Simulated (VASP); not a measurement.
Here is a VASP 6.6.1 calculation.

File INCAR:

```
SYSTEM = La2O3
PREC = Accurate ; ENCUT = 520
EDIFF = 1E-7 ; ISMEAR = -1
SIGMA = 0.05 ; LREAL = .False.
LASPH = .True. ; NELM = 80
ALGO = Normal ; ISIF = 2
LWAVE = .False. ; LCHARG = .True.
LELF = .True. ; LVHAR = .True.
NBANDS = 28
```

KPOINTS

```
regular mesh
0
Gamma
  5 5 8
  0 0 0
```

File POSCAR:

```
La2O3
1.0
    6.2538398152      0.0000000000      0.0000000000
   -3.1269199076      5.4159841511      0.0000000000
    0.0000000000      0.0000000000      3.2310708732
La O
2 3
Direct
    0.6666666667      0.3333333333      0.5000000000
    0.3333333333      0.6666666667      0.5000000000
    0.5000169762      0.0000000000      0.0000000000
    0.0000000000      0.5000169762      0.0000000000
    0.4999830238      0.4999830238      0.0000000000
```

Potentials or basis: VASP PAW LDA potentials, release 64 (La, O).

Launch:

```console
$ cat potpaw_LDA.64/La/POTCAR potpaw_LDA.64/O/POTCAR > POTCAR
$ mpirun -np 1 vasp_std > vasp.out
```

Task: What does it give for the pressure?

Result: 0.0 GPa.

Task: Estimate the band gap on the k mesh.

Result: 1.20 eV (least direct gap 1.82 eV).

Caveat: spin-orbit coupling is left out, which moves the levels of the heavy elements. A k mesh can miss the band edges.
